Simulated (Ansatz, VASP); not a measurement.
## CdSe in VASP and in Ansatz

```
Cd Se
1.0
     0.00000    3.00394    3.00394
     3.00394    0.00000    3.00394
     3.00394    3.00394    0.00000
Cd Se
1 1
Direct
  0.00000 0.00000 0.00000
  0.25000 0.25000 0.25000
```

Alike in both runs: functional LDA; k mesh 10 × 10 × 10; occupations gaussian, width 0.01 eV; no spin polarisation.

Ansatz relaxed the structure, and its values are those at the end. VASP's run is a single point on that final structure, the one shown.

|  | VASP | Ansatz |
| --- | --- | --- |
| version | VASP 6.6.1 | Ansatz 0.2.0 |
| potentials or method | VASP PAW LDA potentials, release 64 (Cd, Se), cutoff 520 eV | scalar-relativistic, plane waves, PAW |
| valence electrons in the cell | 18 | 36 |

|  | VASP | Ansatz | Ansatz less VASP |
| --- | --- | --- | --- |
| gap on the k mesh at the Fermi level (eV) | 0.44 | 0.41 | -0.033 |
| least direct gap on the mesh (eV) | 0.44 | 0.41 | -0.033 |
| pressure (GPa) | 0.5 | 0.0 | -0.49 |

Ansatz warns that its potentials were made for another functional, while VASP's fit it. LDA's correlation is that of Perdew and Zunger in VASP and of Perdew and Wang (1992) in Ansatz. VASP's potentials hold 18 valence electrons a cell and Ansatz's 36, so a difference there can come from the potentials and not from the codes.
